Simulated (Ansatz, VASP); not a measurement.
# One calculation of CdSe, two programs

```
Cd Se
1.0
     0.00000    3.02523    3.16238
     3.02523    0.00000    3.16238
     3.02523    3.02523    0.00000
Cd Se
1 1
Direct
  0.00000 0.00000 0.00000
  0.25000 0.25000 0.25000
```

Change from the starting cell: z stretched by +3 % at fixed volume.

Alike in both runs: task single point; functional PBE; k mesh 8 × 8 × 8; occupations fermi-dirac, width 0.03 eV; no spin polarisation.

|  | VASP | Ansatz |
| --- | --- | --- |
| version | VASP 6.6.1 | Ansatz 0.2.0 |
| potentials or method | VASP PAW PBE potentials, release 64 (Cd, Se), cutoff 520 eV | all-electron LAPW, scalar-relativistic |

```csv
,VASP,Ansatz,Ansatz less VASP
pressure (GPa),1.5,1.3,-0.27
"traceless stress, the component that is largest in VASP (GPa)",-0.52,-0.53,-0.008
```

Ansatz ran all-electron here, and VASP with PAW potentials.
